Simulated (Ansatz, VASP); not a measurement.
**Al5Ru in VASP and in Ansatz**

```
CELL_PARAMETERS angstrom
2.98317 0.00000 0.00000
-1.49158 2.58350 0.00000
0.00000 0.00000 12.50375
ATOMIC_POSITIONS crystal
Al 0.00000 0.00000 0.66485
Al 0.33333 0.66667 0.82970
Al 0.33333 0.66667 0.17030
Al 0.00000 0.00000 0.33515
Al 0.33333 0.66667 0.50000
Ru 0.66667 0.33333 0.00000
```

Alike in both runs: task relaxation of cell and atoms; functional PBE; k mesh 6 × 6 × 2; occupations gaussian, width 0.1 eV; no spin polarisation.

|  | VASP | Ansatz |
| --- | --- | --- |
| version | VASP 6.6.1 | Ansatz 0.2.0 |
| potentials or method | VASP PAW PBE potentials, release 64 (Al, Ru_pv), cutoff 600 eV | scalar-relativistic, plane waves, PAW |
| valence electrons in the cell | 29 | 31 |

Ansatz gave:

- gap on the k mesh at the Fermi level, each at its own relaxed structure (eV): none
- relaxed volume (Å³/atom): 15.94
- relaxed length of the cell vector where the two differ most in proportion (Å): 13.172

Q: What did VASP give for the same quantities?

A: gap on the k mesh at the Fermi level, each at its own relaxed structure (eV): none; relaxed volume (Å³/atom): 15.93; relaxed length of the cell vector where the two differ most in proportion (Å): 13.228.

A gap of «none» marks a metal or a gap that the smearing closes. VASP's potentials hold 29 valence electrons a cell and Ansatz's 31, so a difference there can come from the potentials and not from the codes.

The k mesh is coarse, so the values compare programs but aren't converged.
